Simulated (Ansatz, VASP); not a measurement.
## Two plane-wave programs on Si

```xyz
17
Lattice="0.0000 5.4300 5.4300 5.4300 0.0000 5.4300 5.4300 5.4300 0.0000" Properties=species:S:1:pos:R:3 pbc="T T T"
Si    0.0005    0.0017   -0.0356
Si    1.3818    1.3850    1.3304
Si    2.7123    2.7202   -0.0047
Si    4.0478    4.0500    1.3310
Si    2.7480    0.0031    2.7120
Si    4.0672    1.3640    4.0760
Si    5.4286    2.6826    2.7125
Si    6.8076    4.0536    4.0916
Si    0.0004    2.7511    2.7136
Si    1.3636    4.0682    4.0771
Si    2.6815    5.4314    2.7140
Si    4.0476    6.8146    4.0953
Si    2.7153    2.7155    5.4296
Si    4.0671    4.0693    6.7811
Si    5.4285    5.4328    5.4624
Si    6.7921    6.7937    6.7815
Si    5.4272    5.4352    2.7103
```

Alike in both runs: functional PBEsol; k mesh 2 × 2 × 2; occupations fermi-dirac, width 0.05 eV; no spin polarisation.

Ansatz relaxed the structure, and its values are those at the end. VASP's run is a single point on that final structure, the one shown.

|  | VASP | Ansatz |
| --- | --- | --- |
| version | VASP 6.6.1 | Ansatz 0.2.0 |
| potentials or method | VASP PAW PBE potentials, release 64 (Si), cutoff 520 eV | scalar-relativistic, plane waves, PAW |
| valence electrons in the cell | 68 | 68 |

Ansatz gave:

| Item | Value |
| --- | --- |
| rms of the force components (eV/Å) | 0.010 |

**Question.** What did VASP give for the same quantities?

**Answer.** rms of the force components (eV/Å): 0.009.

VASP's potentials were made for PBE, not for PBEsol, and Ansatz warns of the same on its side.

The k mesh is coarse, so the values compare programs but aren't converged.
